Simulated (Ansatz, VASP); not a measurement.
# One calculation of B, two programs

File INCAR:

```
SYSTEM = B
  PREC = Accurate
  ENCUT = 600
  EDIFF = 1E-7
  ISMEAR = 0
  SIGMA = 0.1
  LREAL = .False.
  LASPH = .True.
  NELM = 100
  ALGO = Normal
  ISIF = 3
  LWAVE = .False.
  LCHARG = .False.
  GGA = PE
  IBRION = 2
  NSW = 90
  EDIFFG = -0.04
```

KPOINTS

```
regular mesh
0
Gamma
  6 6 4
  0 0 0
```

POSCAR

```
B
1.0
    4.6326136200      0.0000000000      0.0000000000
   -2.3163068100      4.0119610800      0.0000000000
    0.0000000000      0.0000000000      4.1963663300
B
12
Direct
    0.3667297700      0.2968874200      0.6494079900
    0.7031125800      0.0698423500      0.3160746600
    0.9301576500      0.6332702300      0.9827413300
    0.6332702300      0.7031125800      0.1494079900
    0.2968874200      0.9301576500      0.8160746600
    0.0698423500      0.3667297700      0.4827413300
    0.0698423500      0.7031125800      0.3505920100
    0.2968874200      0.3667297700      0.0172586700
    0.6332702300      0.9301576500      0.6839253400
    0.9301576500      0.2968874200      0.8505920100
    0.7031125800      0.6332702300      0.5172586700
    0.3667297700      0.0698423500      0.1839253400
```

Input for Ansatz:

```yaml
crystal:
  lattice:
    - [4.63261362, 0.0, 0.0]
    - [-2.31630681, 4.01196108, 0.0]
    - [0.0, 0.0, 4.19636633]
  atoms:
    - { symbol: B, position: [0.36672977, 0.29688742, 0.64940799] }
    - { symbol: B, position: [0.70311258, 0.06984235, 0.31607466] }
    - { symbol: B, position: [0.93015765, 0.63327023, 0.98274133] }
    - { symbol: B, position: [0.63327023, 0.70311258, 0.14940799] }
    - { symbol: B, position: [0.29688742, 0.93015765, 0.81607466] }
    - { symbol: B, position: [0.06984235, 0.36672977, 0.48274133] }
    - { symbol: B, position: [0.06984235, 0.70311258, 0.35059201] }
    - { symbol: B, position: [0.29688742, 0.36672977, 0.01725867] }
    - { symbol: B, position: [0.63327023, 0.93015765, 0.68392534] }
    - { symbol: B, position: [0.93015765, 0.29688742, 0.85059201] }
    - { symbol: B, position: [0.70311258, 0.63327023, 0.51725867] }
    - { symbol: B, position: [0.36672977, 0.06984235, 0.18392534] }
basis:
  ecutwfc: 420
kpoints:
  mp_grid: { grid: [6, 6, 4] }
hamiltonian:
  xc: pbe
scf:
  occupations: { method: gaussian, width: 0.1 }
  lower_state_search: "off"
output:
  forces: true
  stress: true
  eigenvalues: true
relax:
  adjacent_minimum: "off"
  f_tol: 0.04
  max_steps: 70
  cell: { stress_tol: 0.4 }
```

Alike in both runs: task relaxation of cell and atoms; functional PBE; k mesh 6 × 6 × 4; occupations gaussian, width 0.1 eV; no spin polarisation.

```csv
,VASP,Ansatz
version,VASP 6.6.1,Ansatz 0.2.0
potentials or method,"VASP PAW PBE potentials, release 64 (B), cutoff 600 eV","scalar-relativistic, plane waves, PAW"
valence electrons in the cell,36,36
```

Ansatz gave:

```
gap on the k mesh at the Fermi level, each at its own relaxed structure (eV) : none
relaxed volume (Å³/atom)                                                     : 7.96
relaxed cell length with the largest relative difference (Å)                 : 4.485
```

Task: What did VASP give for the same quantities?

Result: gap on the k mesh at the Fermi level, each at its own relaxed structure (eV): none; relaxed volume (Å³/atom): 7.97; relaxed cell length with the largest relative difference (Å): 4.488.

A gap of «none» marks a metal or a gap that the smearing closes.

The k mesh is coarse, so the values compare programs but aren't converged. Noted on VASP's run: the volume moved by over 15 % at a fixed basis, so the end points are rough.
